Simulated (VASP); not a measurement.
Ti2BeH6:

```
Ti Be H
1.0
     0.00000    3.77979    3.77979
     3.77979    0.00000    3.77979
     3.77979    3.77979    0.00000
Ti Be H
2 1 6
Direct
  0.25000 0.25000 0.25000
  0.75000 0.75000 0.75000
  0.00000 0.00000 0.00000
  0.75000 0.25000 0.25000
  0.25000 0.75000 0.75000
  0.25000 0.75000 0.25000
  0.75000 0.25000 0.75000
  0.25000 0.25000 0.75000
  0.75000 0.75000 0.25000
```

| Property | Result |
| --- | --- |
| Program | VASP 6.6.1 |
| Task | relaxation of cell and atoms |
| Functional | PBE |
| Potentials or basis | VASP PAW PBE potentials, release 64 (Ti_sv, Be, H) |
| Cutoff | 600 eV |
| k mesh | 4 × 4 × 4 |
| Occupations | gaussian, width 0.1 eV |
| Spin | no spin polarisation |

At the start: pressure -24.2 GPa; volume 12.00 Å³/atom.

How do energy, volume and symmetry change on relaxing?

Over 9 steps the energy falls by 732.6 meV/atom and the volume is 6.15 Å³/atom (-48.7 %); space group Fm-3m (No. 225, to 0.05 Å).

The path:
| step | energy change (eV) | largest force (eV/Å) | pressure (GPa) | volume (Å³) |
| --- | --- | --- | --- | --- |
| 1 | 0.0000 | 0.6469 | -24.25 | 108.00 |
| 2 | -4.0274 | 0.1772 | -23.12 | 82.03 |
| 3 | -6.0745 | 0.4732 | -12.02 | 64.55 |
| 4 | -0.7277 | 3.1050 | 117.19 | 37.41 |
| 5 | -6.3235 | 0.6231 | -6.29 | 60.39 |
| 6 | -6.3692 | 0.7976 | -0.91 | 57.57 |
| 7 | -6.3666 | 0.7451 | -2.59 | 58.38 |
| 8 | -6.5301 | 0.3848 | -1.51 | 57.03 |
| 9 | -6.5930 | 0.0232 | 0.37 | 55.39 |

Final structure:
```cif
data_structure
_symmetry_space_group_name_H-M 'P 1'
_symmetry_Int_Tables_number 1
_cell_length_a 4.2789
_cell_length_b 4.2789
_cell_length_c 4.2789
_cell_angle_alpha 60.000
_cell_angle_beta 60.000
_cell_angle_gamma 60.000
_cell_volume 55.39
loop_
_atom_site_label
_atom_site_type_symbol
_atom_site_fract_x
_atom_site_fract_y
_atom_site_fract_z
_atom_site_occupancy
Ti1 Ti 0.25000 0.25000 0.25000 1
Ti2 Ti 0.75000 0.75000 0.75000 1
Be1 Be 0.00000 0.00000 0.00000 1
H1 H 0.74219 0.25781 0.25781 1
H2 H 0.25781 0.74219 0.74219 1
H3 H 0.25781 0.74219 0.25781 1
H4 H 0.74219 0.25781 0.74219 1
H5 H 0.25781 0.25781 0.74219 1
H6 H 0.74219 0.74219 0.25781 1
```

Caveat: the volume moved by over 15 % at a fixed basis, so the end points are rough.
